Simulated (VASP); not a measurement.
# Cd (P6_3/mmc) in VASP: further runs, part 2 of 2

VASP 6.6.1.

**3. Vibrations by perturbation theory, PBEsol**

Contents of INCAR:

```
SYSTEM = Cd
PREC     = Accurate       ! precision mode
ENCUT    = 520            ! plane-wave cutoff, eV
EDIFF    = 1E-8           ! SCF threshold, eV
ISMEAR   = -1             ! smearing method
SIGMA    = 0.05           ! smearing width, eV
LREAL    = .False.        ! projectors in reciprocal space
LASPH    = .True.         ! aspherical terms in the spheres
NELM     = 100            ! most SCF steps
ALGO     = Normal         ! electronic algorithm
ISIF     = 2              ! what is computed and relaxed
LWAVE    = .False.        ! write WAVECAR
LCHARG   = .True.         ! write CHGCAR
GGA      = PS             ! functional
NBANDS   = 19             ! bands
IBRION   = 8              ! ionic algorithm
NSW      = 1              ! ionic steps
```

Contents of KPOINTS:

```
Automatic mesh
0
Gamma
  10 10 4
  0 0 0
```

Contents of POSCAR:

```
Cd
1.0
    2.9788700000      0.0000000000      0.0000000000
   -1.4894350000      2.5797770946      0.0000000000
    0.0000000000      0.0000000000      5.6176500000
Cd
2
Direct
    0.6666666667      0.3333333333      0.7500000000
    0.3333333333      0.6666666667      0.2500000000
```

Potentials or basis: VASP PAW PBE potentials, release 64 (Cd).

The run is started by

```sh
> cat potpaw_PBE.64/Cd/POTCAR > POTCAR
> mpirun -np 1 vasp_std > vasp.out
```

OUTCAR:

```text
SYSTEM = Cd
   PREC = Accurate
   ENCUT = 520
   EDIFF = 1E-8
   ISMEAR = -1
   LREAL = .False.
   LASPH = .True.
   NELM = 100
   ISIF = 2
   GGA = PS
   IBRION = 8
   NSW = 1

 ion  position               nearest neighbor table
   1  0.667  0.333  0.750-   2 3.29   2 3.29   2 3.29   2 3.29   2 3.29   2 3.29
   2  0.333  0.667  0.250-   1 3.29   1 3.29   1 3.29   1 3.29   1 3.29   1 3.29

  LATTYP: Found a hexagonal cell.
 ALAT       =     2.9788700000
 C/A-ratio  =     1.8858325472

  Lattice vectors:

 A1 = (   2.9788700000,   0.0000000000,   0.0000000000)
 A2 = (  -1.4894350000,   2.5797770946,   0.0000000000)
 A3 = (   0.0000000000,   0.0000000000,   5.6176500000)

Analysis of symmetry for initial positions (statically):
=====================================================================
 Subroutine PRICEL returns:
 Original cell was already a primitive cell.

 Routine SETGRP: Setting up the symmetry group for a
 hexagonal supercell.

 Subroutine GETGRP returns: Found 24 space group operations
 (whereof 12 operations were pure point group operations)
 out of a pool of 24 trial point group operations.

The static configuration has the point symmetry D_3d.
 The point group associated with its full space group is D_6h.

Analysis of symmetry for dynamics (positions and initial velocities):
=====================================================================
 Subroutine PRICEL returns:
 Original cell was already a primitive cell.

 Routine SETGRP: Setting up the symmetry group for a
 hexagonal supercell.
[... 718 lines left out ...]

  FREE ENERGIE OF THE ION-ELECTRON SYSTEM (eV)
  ---------------------------------------------------
  free  energy   TOTEN  =        -2.4182640226 eV

  energy  without entropy=       -2.4151349691  energy(sigma->0) =       -2.41669950

[... ionic steps 2 to 3 ...]

--------------------------------------- Ionic step        4  -------------------------------------------

------------------------ aborting loop because EDIFF is reached ----------------------------------------

[... ionic steps 5 to 5 ...]

--------------------------------------- Ionic step        6  -------------------------------------------

 Free energy of the ion-electron system (eV)
  ---------------------------------------------------
  ---------------------------------------------------
  free energy    TOTEN  =        -0.45011792 eV

  energy without entropy =       -0.45011792

------------------------ aborting loop because EDIFF is reached ----------------------------------------

 INTERNAL STRAIN TENSOR  FOR ION    1  DIRECTION 3   (eV/Angst):
 -----------------------------------------------------------------------------
    -0.00254  0.00000  0.00000
     0.00000 -0.00254  0.00000
     0.00000 -0.00000  0.00605

 INTERNAL STRAIN TENSOR FOR ION    2 for displacements in x,y,z  (eV/Angst):
          X           Y           Z          XY          YZ          ZX
  --------------------------------------------------------------------------------
  x     0.00000     0.00000     0.00000     0.51027     0.00000     0.00000
  y     0.51027    -0.51027     0.00000     0.00000     0.00000     0.00000
  z     0.00000     0.00000    -0.00000     0.00000    -0.00000     0.00000

 SECOND DERIVATIVES (NOT SYMMETRIZED)
 ------------------------------------
               1X          1Y          1Z          2X          2Y          2Z
  1X    -0.254479    0.000000    0.000000    0.254479    0.000000    0.000000
  1Y     0.000000   -0.254479    0.000000    0.000000    0.254479    0.000000
  1Z    -0.000000    0.000000   -1.431459    0.000000    0.000000    1.431459
  2X     0.254479    0.000000    0.000000   -0.254479    0.000000    0.000000
  2Y     0.000000    0.254479    0.000000    0.000000   -0.254479    0.000000
  2Z     0.000000    0.000000    1.431459   -0.000000    0.000000   -1.431459

 Eigenvectors and eigenvalues of the dynamical matrix
 ----------------------------------------------------

   1 f  =    2.494887 THz    15.675835 2PiTHz   83.220461 cm-1    10.318017 meV
             X         Y         Z           dx          dy          dz
      1.489435  0.859926  4.213237    -0.000000    0.000000    0.707107
     -0.000000  1.719851  1.404413     0.000000   -0.000000   -0.707107
[... 16 lines left out ...]
   5 f  =    0.000000 THz     0.000000 2PiTHz    0.000000 cm-1     0.000000 meV
             X         Y         Z           dx          dy          dz
      1.489435  0.859926  4.213237    -0.634361    0.252961   -0.183294
     -0.000000  1.719851  1.404413    -0.634361    0.252961   -0.183294

   6 f/i=    0.000000 THz     0.000000 2PiTHz    0.000001 cm-1     0.000000 meV
             X         Y         Z           dx          dy          dz
      1.489435  0.859926  4.213237    -0.029641    0.364284    0.605325
     -0.000000  1.719851  1.404413    -0.029641    0.364284    0.605325

--------------------------------------------------------------------------------------------------------

 ELASTIC MODULI CONTR FROM IONIC RELAXATION (kBar)
 Direction    XX          YY          ZZ          XY          YZ          ZX
 --------------------------------------------------------------------------------
 XX         -37.9721     37.9721     -0.0000     -0.0000      0.0000      0.0000
 YY          37.9721    -37.9721      0.0000      0.0000     -0.0000      0.0000
 ZZ          -0.0000      0.0000     -0.0000     -0.0000     -0.0000      0.0000
 XY          -0.0000      0.0000     -0.0000    -37.9721     -0.0000      0.0000
 YZ           0.0000     -0.0000     -0.0000     -0.0000     -0.0000      0.0000
 ZX           0.0000      0.0000      0.0000      0.0000      0.0000      0.0000
 --------------------------------------------------------------------------------
```

stdout:

```text
POSCAR found type information on POSCAR Cd
 POSCAR found :  1 types and       2 ions
 scaLAPACK will be used
 -----------------------------------------------------------------------------
|                                                                             |
|                                                                             |
|     You enforced a specific xc type in the INCAR file but a different       |
|     I HOPE YOU KNOW WHAT YOU ARE DOING!                                     |
|                                                                             |
 -----------------------------------------------------------------------------

 LDA part: xc-table for (Slater+PW92), standard interpolation
 POSCAR, INCAR and KPOINTS ok, starting setup
 FFT: planning ... GRIDC
 FFT: planning ... GRID_SOFT
 FFT: planning ... GRID
 WAVECAR not read
 entering main loop
 Linear response reoptimize wavefunctions to high precision
 Linear response DOF=           2
 Linear response progress:
 first order change of Fermi-energy  -0.79454E-05
 force on displaced ion       1 direction 1 :  -0.254   0.000   0.000
 Linear response progress:
 first order change of Fermi-energy   0.14836E-04
 force on displaced ion       1 direction 3 :   0.000  -0.000  -1.431
 Linear response finished
```

It took 2.2 min on 1 thread of Intel Xeon Platinum 8488C (Sapphire Rapids), shared host; peak memory 0.35 GiB.

What came out:

| Item | Value |
| --- | --- |
| Highest phonon frequency at Γ | 83 cm⁻¹ |

Phonon frequencies in cm⁻¹ (negative: imaginary):
```csv
q point,frequencies
"(0.000, 0.000, 0.000)",0 0 0 35 35 83
```

Caveat: the cell stands under pressure or tension, which shifts response properties.
